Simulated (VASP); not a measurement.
Input of a VASP 6.6.1 run:

Contents of POSCAR:

```
TaN
1.0
   -0.2320637629      2.0885738657      2.0885738657
    2.0885738657     -0.2320637629      2.0885738657
    2.0885738657      2.0885738657     -0.2320637629
Ta N
1 1
Direct
    0.5000000000      0.5000000000      0.5000000000
    0.0000000000      0.0000000000      0.0000000000
```

INCAR.step1

```
PREC = Accurate
ENCUT = 520
ISMEAR = 0
SIGMA = 0.15
LREAL = False
LASPH = True
NELM = 60
NBANDS = 15
GGA = PE
ALGO = Normal
EDIFF = 1E-4
LWAVE = True
LCHARG = False
```

File INCAR.step2:

```
PREC = Accurate
ENCUT = 520
EDIFF = 1E-6
ISMEAR = 0
SIGMA = 0.15
LREAL = False
LASPH = True
NELM = 60
ALGO = Normal
ISIF = 2
LWAVE = False
LCHARG = False
METAGGA = R2SCAN
LMIXTAU = True
NBANDS = 15
ISTART = 1
```

Contents of KPOINTS:

```
Automatic mesh
0
Gamma
  26 26 26
```

Potentials or basis: VASP PAW PBE potentials, release 64 (Ta_pv, N).

The run is started by

```console
$ cat potpaw_PBE.64/Ta_pv/POTCAR potpaw_PBE.64/N/POTCAR > POTCAR
$ cp INCAR.step1 INCAR
$ mpirun -np 1 vasp_std > vasp.out
$ cp INCAR.step2 INCAR
$ mpirun -np 1 vasp_std > vasp.out
```

**Question.** Estimate the pressure.

**Answer.** 2.7 GPa.

**Question.** Estimate the band gap on the k mesh.

**Answer.** Zero (band 8 reaches 12.18 eV, above the bottom of band 9 at 6.36 eV).

Stress tensor (GPa, compression positive):
```
2.75 9.54 9.54
9.54 2.75 9.54
9.54 9.54 2.75
```

Caveat: the PAW data sets were made with another functional, which shifts forces and pressure a little; spin-orbit coupling is left out, which moves the levels of the heavy elements.
